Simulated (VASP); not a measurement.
Crystal: CdTe.

```
Cd Te
1.0
     0.00000    3.27990    3.27990
     3.27990    0.00000    3.27990
     3.27990    3.27990    0.00000
Cd Te
1 1
Direct
  0.00000 0.00000 0.00000
  0.25000 0.25000 0.25000
```

Base run:

```yaml
Program: VASP 6.6.1
Functional: r2SCAN
Potentials_or_basis: VASP PAW PBE potentials, release 64 (Cd, Te)
Cutoff: 520 eV
k_mesh: 6 × 6 × 6
Occupations: gaussian, width 0.01 eV
Spin: no spin polarisation
```

Its results: band gap on the k mesh 1.15 eV, direct; pressure 0.1 GPa.

Q: The run is repeated on the same cell with these changes: functional from r2SCAN to PBE; further incar settings from ALGO = Normal; EDIFF = 1e-07; NBANDS = 16 to ALGO = Normal; EDIFF = 1e-06; NBANDS = 16. What comes out?

A: Band gap on the k mesh 0.66 eV, direct; pressure 1.1 GPa.

Caveats: spin-orbit coupling is left out, which moves the levels of the heavy elements; the PAW data sets were made with another functional, which shifts forces and pressure a little (some runs).

